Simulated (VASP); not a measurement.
Input of a VASP 6.6.1 run:

Contents of INCAR:

```
SYSTEM = Mg3ZrN2
  ALGO = Normal
  EDIFF = 1E-6
  ENCUT = 600
  GGA = PE
  GGA_COMPAT = .False.
  ISIF = 2
  ISMEAR = 0
  LASPH = .True.
  LCHARG = .False.
  LREAL = .False.
  LWAVE = .False.
  NBANDS = 23
  NELM = 120
  PREC = Accurate
  SIGMA = 0.2
```

KPOINTS

```
k-points
0
Gamma
  4 4 4
  0 0 0
```

File POSCAR:

```
Mg3ZrN2
1.0
    4.4696929989      0.0000000000      0.0000000000
    0.0000000000      4.4696929989      0.0000000000
    0.0000000000      0.0000000000      4.4151241384
Mg Zr N
3 1 2
Direct
    0.5000000000      0.5000000000      0.0000000000
    0.0000000000      0.5000000000      0.5000000000
    0.5000000000      0.0000000000      0.5000000000
    0.0000000000      0.0000000000      0.0000000000
    0.0000000000      0.5000000000      0.0000000000
    0.5000000000      0.0000000000      0.0000000000
```

Potentials or basis: VASP PAW PBE potentials, release 64 (Mg, Zr_sv, N).

Command:

```sh
$ cat potpaw_PBE.64/Mg/POTCAR potpaw_PBE.64/Zr_sv/POTCAR potpaw_PBE.64/N/POTCAR > POTCAR
$ mpirun -np 1 vasp_std > vasp.out
```

(1) Estimate the band gap on the k mesh.

(2) Estimate the pressure.

## Answers

(1) zero (band 14 reaches 5.97 eV, above the bottom of band 15 at 5.43 eV).

(2) -0.4 GPa.
